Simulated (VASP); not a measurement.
Wanted: the native input for a VASP 6.6.1 run.

```
Task                               : single point
Functional                         : HSE06
Potentials or basis                : VASP PAW PBE potentials, release 64 (Cd, Se)
Cutoff                             : 400 eV
k mesh                             : 4 × 4 × 2
Occupations                        : fermi-dirac, width 0.05 eV
Spin                               : no spin polarisation
Dipole correction                  : no
Grid for exact exchange (PRECFOCK) : Normal
Further INCAR settings             : ALGO = Normal; EDIFF = 1e-06; NBANDS = 26
Share of exact exchange            : 0.25
Screening parameter                : 0.2079 1/Å
```

Crystal: CdSe.

```xyz
4
Lattice="4.3548 0.0000 0.0000 -2.1774 3.7714 0.0000 0.0000 0.0000 7.0746" Properties=species:S:1:pos:R:3 pbc="T T T"
Cd    2.1774    1.2571    3.5679
Cd    0.0000    2.5143    0.0306
Se    2.1774    1.2571    6.2304
Se    0.0000    2.5143    2.6931
```

These files were run (other wordings do the same):

POSCAR

```
CdSe
1.0
    4.3548498302      0.0000000000      0.0000000000
   -2.1774249151      3.7714105826      0.0000000000
    0.0000000000      0.0000000000      7.0745639798
Cd Se
2 2
Direct
    0.6666666667      0.3333333333      0.5043304904
    0.3333333333      0.6666666667      0.0043304904
    0.6666666667      0.3333333333      0.8806695096
    0.3333333333      0.6666666667      0.3806695096
```

INCAR.step1

```
ALGO = Normal
EDIFF = 1E-5
ENCUT = 400
GGA = PE
GGA_COMPAT = F
ISIF = 2
ISMEAR = -1
LASPH = T
LCHARG = F
LREAL = F
LWAVE = T
NBANDS = 26
NELM = 120
PREC = Accurate
SIGMA = 0.05
```

INCAR.step2

```
ALGO = Normal
EDIFF = 1E-6
ENCUT = 400
GGA = PE
GGA_COMPAT = F
HFSCREEN = 0.2079
ISIF = 2
ISMEAR = -1
ISTART = 1
LASPH = T
LCHARG = F
LHFCALC = T
LREAL = F
LWAVE = F
NBANDS = 26
NELM = 120
PREC = Accurate
PRECFOCK = Normal
SIGMA = 0.05
```

KPOINTS

```
k-points
0
Gamma
  4 4 2
```

Potentials or basis: VASP PAW PBE potentials, release 64 (Cd, Se).

Command:

```bash
$ cat potpaw_PBE.64/Cd/POTCAR potpaw_PBE.64/Se/POTCAR > POTCAR
$ cp INCAR.step1 INCAR
$ mpirun -np 1 vasp_std > vasp.out
$ cp INCAR.step2 INCAR
$ mpirun -np 1 vasp_std > vasp.out
```

It gave:

The pressure is -0.3 GPa and the band gap on the k mesh is 1.55 eV.

Caveat: the k points lie up to 0.44 Å⁻¹ apart; the PAW data sets were made with another functional, which shifts forces and pressure a little.

Wall time 8.7 min on 1 thread of Intel(R) Xeon(R) 6975P-C (Granite Rapids) (shared host), peak memory 0.31 GiB.
